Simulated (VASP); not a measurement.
# BN in VASP: notebook

BN is run at these levels: PBE; tasks: single point.

All numbers are computed with VASP 6.6.1; they aren't measurements. Logs are shortened: lines on timing, memory, paths and dates and some standing lists are left out, and cuts for length are marked.

**1. The cell of the first run**

Symmetry: I-4m2, No. 119, tetragonal system. The conventional cell has a = 2.584 Å, b = 2.584 Å, c = 3.545 Å, α = 90.00°, β = 90.00°, γ = 90.00°. Within 2.1 Å of B (site symmetry -4m2) lie 4 N at 1.57 Å. Within 2.1 Å of N (site symmetry -4m2) lie 4 B at 1.57 Å.

**2. Single point, PBE (strained)**

INCAR reads:

```
SYSTEM = BN
PREC = Accurate
ENCUT = 520
EDIFF = 1E-6
ISMEAR = 0
SIGMA = 0.02
LREAL = .FALSE.
LASPH = .TRUE.
NELM = 80
ALGO = Normal
ISIF = 2
LWAVE = .FALSE.
LCHARG = .FALSE.
GGA = PE
NBANDS = 11
```

KPOINTS reads:

```
Automatic mesh
0
G
  12 12 12
  0 0 0
```

POSCAR reads:

```
BN
1.0
    0.0000000000      1.8268341976      1.7724441676
    1.8268341976      0.0000000000      1.7724441676
    1.8268341976      1.8268341976      0.0000000000
B N
1 1
Direct
    0.0000000000      0.0000000000      0.0000000000
    0.7500000000      0.7500000000      0.7500000000
```

Potentials or basis: VASP PAW PBE potentials, release 64 (B, N).

Launch:

```sh
cat potpaw_PBE.64/B/POTCAR potpaw_PBE.64/N/POTCAR > POTCAR
mpirun -np 1 vasp_std > vasp.out
```

OUTCAR:

```text
SYSTEM = BN
   PREC = Accurate
   ENCUT = 520
   EDIFF = 1E-6
   ISMEAR = 0
   LREAL = .FALSE.
   LASPH = .TRUE.
   NELM = 80
   ISIF = 2
   GGA = PE

 ion  position               nearest neighbor table
   1  0.000  0.000  0.000-   2 1.57   2 1.57   2 1.57   2 1.57
   2  0.750  0.750  0.750-   1 1.57   1 1.57   1 1.57   1 1.57

  LATTYP: Found a body centered tetragonal cell.
 ALAT       =     2.5835336985
 C/A-ratio  =     1.3721084178

  Lattice vectors:

 A1 = (   0.0000000000,  -1.8268341976,  -1.7724441676)
 A2 = (   0.0000000000,   1.8268341976,  -1.7724441676)
 A3 = (   1.8268341976,   0.0000000000,   1.7724441676)

Analysis of symmetry for initial positions (statically):
=====================================================================
 Subroutine PRICEL returns:
 Original cell was already a primitive cell.

 Routine SETGRP: Setting up the symmetry group for a
 body centered tetragonal supercell.

 Subroutine GETGRP returns: Found  8 space group operations
 (whereof  8 operations were pure point group operations)
 out of a pool of 16 trial point group operations.

The static configuration has the point symmetry D_2d.

Analysis of symmetry for dynamics (positions and initial velocities):
=====================================================================
 Subroutine PRICEL returns:
 Original cell was already a primitive cell.

 Routine SETGRP: Setting up the symmetry group for a
 body centered tetragonal supercell.

 Subroutine GETGRP returns: Found  8 space group operations
 (whereof  8 operations were pure point group operations)
 out of a pool of 16 trial point group operations.

The dynamic configuration has the point symmetry D_2d.

 Subroutine INISYM returns: Found  8 space group operations
 (whereof  8 operations are pure point group operations),
 and found     1 'primitive' translations

----------------------------------------------------------------------------------------

                                     Primitive cell

  volume of cell :      11.8304

  direct lattice vectors                    reciprocal lattice vectors
     0.000000000  1.826834198  1.772444168    -0.273697526  0.273697526  0.282096333
     1.826834198  0.000000000  1.772444168     0.273697526 -0.273697526  0.282096333
     1.826834198  1.826834198  0.000000000     0.273697526  0.273697526 -0.282096333

  length of vectors
     2.545364711  2.545364711  2.583533698     0.478956170  0.478956170  0.478956170

  position of ions in fractional coordinates (direct lattice)
     0.000000000  0.000000000  0.000000000
     0.750000000  0.750000000  0.750000000

  ion indices of the primitive-cell ions
   primitive index   ion index
                 1           1
                 2           2

----------------------------------------------------------------------------------------

 KPOINTS: Automatic mesh

Automatic generation of k-mesh.
 Grid dimensions read from file:
 generate k-points for:   12   12   12

 Generating k-lattice:

  Cartesian coordinates                     Fractional coordinates (reciprocal lattice)
    -0.022808127  0.022808127  0.023508028     0.083333333 -0.000000000  0.000000000
     0.022808127 -0.022808127  0.023508028    -0.000000000  0.083333333  0.000000000
     0.022808127  0.022808127 -0.023508028     0.000000000  0.000000000  0.083333333

  Length of vectors
     0.039913014  0.039913014  0.039913014

  Shift w.r.t. Gamma in fractional coordinates (k-lattice)
     0.000000000  0.000000000  0.000000000

 Subroutine IBZKPT returns following result:
 ===========================================

 Found    163 irreducible k-points:

 Following reciprocal coordinates:
            Coordinates               Weight
  0.000000  0.000000  0.000000      1.000000
  0.083333  0.000000  0.000000      8.000000
  0.166667 -0.000000  0.000000      8.000000
  0.250000  0.000000  0.000000      8.000000
  0.333333  0.000000  0.000000      8.000000
  0.416667  0.000000  0.000000      8.000000
[... 16 lines left out ...]
  0.500000  0.166667  0.000000      8.000000
 -0.416667  0.166667  0.000000      8.000000
 [... further k-points ...]
   k-points           NKPTS =    163   k-points in BZ     NKDIM =    163   number of bands    NBANDS=     11
   number of dos      NEDOS =    301   number of ions     NIONS =      2
   total plane-waves  NPLWV =   8000
   dimension x,y,z NGX =    20 NGY =   20 NGZ =   20
   dimension x,y,z NGXF=    40 NGYF=   40 NGZF=   40
   ions per type =               1   1
   NGX,Y,Z   is equivalent  to a cutoff of  13.06, 13.06, 12.87 a.u.
   NGXF,Y,Z  is equivalent  to a cutoff of  26.13, 26.13, 25.74 a.u.
 SYSTEM =  BN
   PREC   = accura    normal or accurate (medium, high low for compatibility)
   ISTART =      0    job   : 0-new  1-cont  2-samecut
   ICHARG =      2    charge: 1-file 2-atom 10-const
   ISPIN  =      1    spin polarized calculation?
   LNONCOLLINEAR =      F non collinear calculations
   LSORBIT =      F    spin-orbit coupling
   LASPH  =      T    aspherical Exc in radial PAW
   ENCUT  =  520.0 eV  38.22 Ry    6.18 a.u.   4.73  4.73  4.80*2*pi/ulx,y,z
   NELM   =     80;   NELMIN=  2; NELMDL= -5     # of ELM steps
   EDIFF  = 0.1E-05   stopping-criterion for ELM
   LREAL  =      F    real-space projection
   EDIFFG = 0.1E-04   stopping-criterion for IOM
   NSW    =      0    number of steps for IOM
   IBRION =     -1    ionic relax: 0-MD 1-quasi-New 2-CG
   NFREE  =      0    steps in history (QN), initial steepest desc. (CG)
   ISIF   =      2    stress and relaxation
   ISYM   =      2    0-nonsym 1-usesym 2-fastsym
   POTIM  = 0.5000    time-step for ionic-motion
   TEBEG  =    0.0;   TEEND  =   0.0 temperature during run
   PSTRESS=    0.0 pullay stress
   NELECT =       8.0000    total number of electrons
   NUPDOWN=      -1.0000    fix difference up-down
   EMIN   =  10.00;   EMAX   =-10.00  energy-range for DOS
   EFERMI =   0.00;   METHOD = LEGACY
   ISMEAR =     0;   SIGMA  =   0.02  broadening in eV -4-tet -1-fermi 0-gaus
   EFERMI_NEDOS =   21; number of points for ismear=-14 and -15
   IALGO  =     38    algorithm
   IMIX   =      4    mixing-type and parameters
     AMIX     =   0.40;   BMIX     =  1.00
     AMIX_MAG =   1.60;   BMIX_MAG =  1.00
  volume/ion in A,a.u.               =       5.92        39.92
  Fermi-wavevector in a.u.,A,eV,Ry     =   1.436938  2.715418 28.093166  2.064789
  Thomas-Fermi vector in A             =   2.556071
   LORBIT       =      0    0 simple, 1 ext, 2 COOP (PROOUT), +10 PAW based schemes
   GGA     = PE    functional components
   LHFCALC =     F    Hartree Fock is set to
   AEXX    =    0.0000 exact exchange contribution
   IVDW    =     0    specifies the selected vdW correction
   LEPSILON=     F    determine dielectric tensor
   LRPA    =     F    only Hartree local field effects (RPA)
 non-spin polarized calculation
 Gauss-broadening in eV      SIGMA  =   0.02
  energy-cutoff  :      520.00
  volume of cell :       11.83
 maximum number of plane-waves:       330
   NGX =  9   NGY =  9   NGZ =  9

 number of electron       7.9999999 magnetization

 Free energy of the ion-electron system (eV)
  ---------------------------------------------------
  ext. energy  EPLUGINS =         0.00000000
  ---------------------------------------------------
  free energy    TOTEN  =       -17.43679269 eV

  energy without entropy =      -17.43679269  energy(sigma->0) =      -17.43679269

 E-fermi :   7.7764     XC(G=0): -12.8149

 val. band max:        7.5728765603   @ k =   0.0000   0.0000   0.0000
 cond. band min:      11.5032151088   @ k =   0.5000   0.5000   0.0000
 fundamental gap:      3.9303385485
 Fermi energy:         7.7763526564

 k-point     1 :       0.0000    0.0000    0.0000
  band No.  band energies     occupation
      1     -12.8273      2.00000
      2       7.2892      2.00000
      3       7.2892      2.00000
      4       7.5729      2.00000
      5      16.0610      0.00000
      6      16.2753      0.00000
      7      16.2753      0.00000
      8      17.6998      0.00000
      9      32.1101      0.00000
     10      34.3631      0.00000
     11      35.2263      0.00000

 k-point     2 :       0.0833    0.0000    0.0000
  band No.  band energies     occupation
      1     -12.6585      2.00000
      2       6.4569      2.00000
      3       7.0975      2.00000
      4       7.3266      2.00000
      5      16.2548      0.00000
      6      16.5425      0.00000
      7      16.5603      0.00000
      8      18.2660      0.00000
      9      31.8875      0.00000
     10      32.3741      0.00000
     11      33.2969      0.00000

 k-point     3 :       0.1667   -0.0000    0.0000
  band No.  band energies     occupation
      1     -12.1580      2.00000
      2       4.3752      2.00000
      3       6.6306      2.00000
      4       6.9029      2.00000
      5      16.5923      0.00000
      6      17.1481      0.00000
      7      17.1824      0.00000
      8      19.5997      0.00000
      9      30.9675      0.00000
     10      31.1679      0.00000
     11      31.9189      0.00000

 k-point     4 :       0.2500    0.0000    0.0000
  band No.  band energies     occupation
      1     -11.3496      2.00000
      2       1.9155      2.00000
      3       6.0905      2.00000
      4       6.4274      2.00000
      5      16.8761      0.00000
      6      17.6900      0.00000
      7      17.8553      0.00000
      8      20.9383      0.00000
      9      30.6007      0.00000
     10      30.7384      0.00000
     11      31.4279      0.00000

 k-point     5 :       0.3333    0.0000    0.0000
  band No.  band energies     occupation
      1     -10.2967      2.00000
      2      -0.4701      2.00000
      3       5.6284      2.00000
      4       6.0243      2.00000
      5      17.0870      0.00000
      6      17.9258      0.00000
      7      18.2923      0.00000
      8      21.9071      0.00000
      9      30.5023      0.00000
     10      31.7017      0.00000
     11      31.9412      0.00000
[... 211 lines left out ...]
 k-point    21 :       0.3333    0.1667    0.0000
  band No.  band energies     occupation
      1     -10.3947      2.00000
      2       1.2467      2.00000
      3       4.4181      2.00000
      4       5.0757      2.00000
      5      15.2185      0.00000
      6      19.6884      0.00000
      7      20.1192      0.00000
      8      20.1404      0.00000
      9      27.1916      0.00000
     10      34.0761      0.00000
     11      35.2934      0.00000

 k-point    22 :       0.4167    0.1667    0.0000
  band No.  band energies     occupation
      1      -9.3247      2.00000
      2      -0.8521      2.00000
      3       4.2109      2.00000
      4       4.4932      2.00000
      5      15.5980      0.00000
      6      19.9992      0.00000
      7      20.1527      0.00000
      8      20.8909      0.00000
      9      27.9394      0.00000
     10      33.8425      0.00000
     11      35.7222      0.00000

 k-point    23 :       0.5000    0.1667    0.0000
  band No.  band energies     occupation
      1      -8.3804      2.00000
      2      -2.3711      2.00000
      3       3.9343      2.00000
      4       4.2662      2.00000
      5      15.9182      0.00000
      6      19.8956      0.00000
      7      19.9462      0.00000
      8      22.2396      0.00000
      9      28.1447      0.00000
     10      33.9163      0.00000
     11      34.9663      0.00000

 k-point    24 :      -0.4167    0.1667    0.0000
  band No.  band energies     occupation
      1      -8.2591      2.00000
      2      -2.5547      2.00000
      3       3.5271      2.00000
      4       4.5729      2.00000
      5      16.3262      0.00000
      6      19.5247      0.00000
      7      19.7989      0.00000
      8      23.0762      0.00000
      9      28.2003      0.00000
     10      32.6822      0.00000
     11      34.0388      0.00000

 [... further k-points ...]
[... 5 lines left out ...]
  --------------------------------------------------------------------------------------
  -------------------------------------------------------------------------------------
  Total       -0.2434274     -0.2434274      1.0693795      0.0000000      0.0000000      0.0000000
  in kB      -32.9669807    -32.9669807    144.8243567      0.0000000      0.0000000      0.0000000
  external PRESSURE =      26.2967984 kB  Pullay stress =       0.0000000 kB

 VOLUME and BASIS-vectors are now :
 -----------------------------------------------------------------------------
  energy-cutoff  :      520.00
  volume of cell :       11.83
      direct lattice vectors                 reciprocal lattice vectors
     0.000000000  1.826834198  1.772444168    -0.273697526  0.273697526  0.282096333
     1.826834198  0.000000000  1.772444168     0.273697526 -0.273697526  0.282096333
     1.826834198  1.826834198  0.000000000     0.273697526  0.273697526 -0.282096333

 POSITION                                       TOTAL-FORCE (eV/Angst)
 -----------------------------------------------------------------------------------
      0.00000      0.00000      0.00000        -0.000000     -0.000000     -0.000000
      2.74025      2.74025      2.65867         0.000000      0.000000      0.000000
 -----------------------------------------------------------------------------------
    total drift:                               -0.000001     -0.000001      0.000002

  FREE ENERGIE OF THE ION-ELECTRON SYSTEM (eV)
  ---------------------------------------------------
  free  energy   TOTEN  =       -17.4367926909 eV

  energy  without entropy=      -17.4367926909  energy(sigma->0) =      -17.43679269
```

Run time: 12 s. Hardware: 1 thread of Intel Xeon 6975P-C, shared host; peak memory 0.13 GiB.

Results:

```yaml
Free_energy: -17.4368 eV
Pressure: 2.6 GPa
Band_gap_on_the_k_mesh: 3.93 eV, indirect (least direct gap 8.49 eV)
```

Caveat: the cell differs from its parent crystal (strained).

**3. Single point, PBE (one atom moved)**

Edit INCAR of step 2 so:

```diff
@@ -8,3 +8,3 @@
 LASPH = .TRUE.
-NELM = 80
+NELM = 100
 ALGO = Normal
```

KPOINTS reads:

```
regular mesh
0
G
  12 12 12
  0 0 0
```

POSCAR reads:

```
BN
1.0
    0.0000000000      1.8130010000      1.8130010000
    1.8130010000      0.0000000000      1.8130010000
    1.8130010000      1.8130010000      0.0000000000
B N
1 1
Direct
    0.0000000000      0.0000000000      0.0000000000
    0.7300303475      0.7622035233      0.7582542701
```

Potentials or basis: VASP PAW PBE potentials, release 64 (B, N).

Launch:

```sh
cat potpaw_PBE.64/B/POTCAR potpaw_PBE.64/N/POTCAR > POTCAR
mpirun -np 1 vasp_std > vasp.out
```

Run time: 63 s. Hardware: 1 thread of Intel Xeon 6975P-C, shared host; peak memory 0.21 GiB.

It converged, with:

| Item | Value |
| --- | --- |
| Free energy | -17.4260 eV |
| Pressure | 0.4 GPa |
| Largest force | 1.138 eV/Å |
| Band gap on the k mesh | 4.10 eV, indirect (least direct gap 8.19 eV) |

Forces in eV/Å, atoms in the order of the input:
```
B    0.906 -0.554 -0.409
N   -0.906  0.554  0.409
```

Stress tensor (GPa, compression positive):
```
 0.35 -0.77 -0.75
-0.77  0.47  0.93
-0.75  0.93  0.50
```

Levels at points of the mesh, in eV from the valence-band top:
```tsv
k point	band 1	band 2	band 3	band 4	band 5	band 6	band 7	band 8
(0.00, 0.00, 0.00)	-20.45	-0.79	-0.21	0.00	8.19	8.35	8.84	9.89
(0.50, 0.00, 0.00)	-16.30	-11.05	-2.29	-2.05	9.69	10.25	10.72	15.07
(0.00, 0.50, 0.00)	-16.28	-10.86	-2.58	-2.01	9.55	9.81	10.84	14.68
(0.00, 0.00, 0.50)	-16.28	-10.89	-2.60	-1.96	9.48	9.84	10.93	14.73
(0.50, 0.50, 0.50)	-16.28	-10.94	-2.58	-1.91	9.57	9.74	11.07	14.84
(0.50, 0.50, 0.00)	-14.93	-9.19	-5.22	-5.12	4.10	8.80	17.35	17.66
(0.00, 0.50, 0.50)	-14.93	-9.18	-5.34	-5.03	4.12	8.84	17.16	17.81
(0.50, 0.00, 0.50)	-14.93	-9.19	-5.26	-5.09	4.10	8.81	17.30	17.71
```

Caveat: the cell differs from its parent crystal (one atom moved); forces of over 1 eV/Å act on the atoms, so gaps and moduli don't describe the material at rest.

**4. Single point, PBE**

This run uses another cell than the first one, of 5.72 Å³/atom, 0.967 times its volume.

INCAR reads:

```
SYSTEM = BN
  PREC = Accurate
  ENCUT = 520
  EDIFF = 1E-6
  ISMEAR = 0
  SIGMA = 0.01
  LREAL = .False.
  LASPH = .True.
  NELM = 100
  ALGO = Normal
  ISIF = 2
  LWAVE = .False.
  LCHARG = .False.
  GGA = PE
  NBANDS = 11
```

KPOINTS reads:

```
regular mesh
0
Gamma
  12 12 12
  0 0 0
```

POSCAR reads:

```
BN
1.0
    0.0000000000      1.7883335366      1.7883335366
    1.7883335366      0.0000000000      1.7883335366
    1.7883335366      1.7883335366      0.0000000000
B N
1 1
Direct
    0.0000000000      0.0000000000      0.0000000000
    0.7500000000      0.7500000000      0.7500000000
```

Launch:

```sh
cat potpaw_PBE.64/B/POTCAR potpaw_PBE.64/N/POTCAR > POTCAR
mpirun -np 1 vasp_std > vasp.out
```

It took 15 s on 1 thread of AMD EPYC 7R13, shared host; peak memory 0.09 GiB.

Results (log left out):

```
Free energy            : -17.4267 eV
Pressure               : 16.4 GPa
Band gap on the k mesh : 4.49 eV, indirect (least direct gap 8.97 eV)
```

Levels at points of the mesh, in eV from the valence-band top:
| k point | band 2 | band 3 | band 4 | band 5 | band 6 | band 7 |
| --- | --- | --- | --- | --- | --- | --- |
| (0.00, 0.00, 0.00) | 0.00 | 0.00 | 0.00 | 8.97 | 8.97 | 8.97 |
| (0.50, 0.00, 0.00) | -10.99 | -2.00 | -2.00 | 10.57 | 10.88 | 10.88 |
| (0.50, 0.50, 0.00) | -9.13 | -5.06 | -5.06 | 4.49 | 9.41 | 18.42 |

A k mesh can miss the band edges. Expect the measured gap to be larger: semilocal functionals such as PBE lack the derivative discontinuity.

**5. Summary**

| cell | smearing | gap on the mesh (eV) | pressure (GPa) |
| --- | --- | --- | --- |
| a = 2.545, b = 2.545, c = 2.584 Å, angles 59.5, 59.5, 61.0°, 2 atoms | gaussian 0.02 eV | 3.93 | 2.6 |
| a = 2.564 Å, angles 60.0°, 2 atoms | gaussian 0.02 eV | 4.10 | 0.4 |
| a = 2.529 Å, angles 60.0°, 2 atoms | gaussian 0.01 eV | 4.49 | 16.4 |

Alike in all rows: task single point; level PBE; potentials or basis VASP PAW PBE potentials, release 64 (B, N); no spin polarisation; k mesh 12 × 12 × 12; cutoff (eV) 520.

Caveats: forces of over 1 eV/Å act on the atoms, so gaps and moduli don't describe the material at rest (some runs).

Total energies depend on the potentials used, so only differences within one code and one set of settings carry meaning.
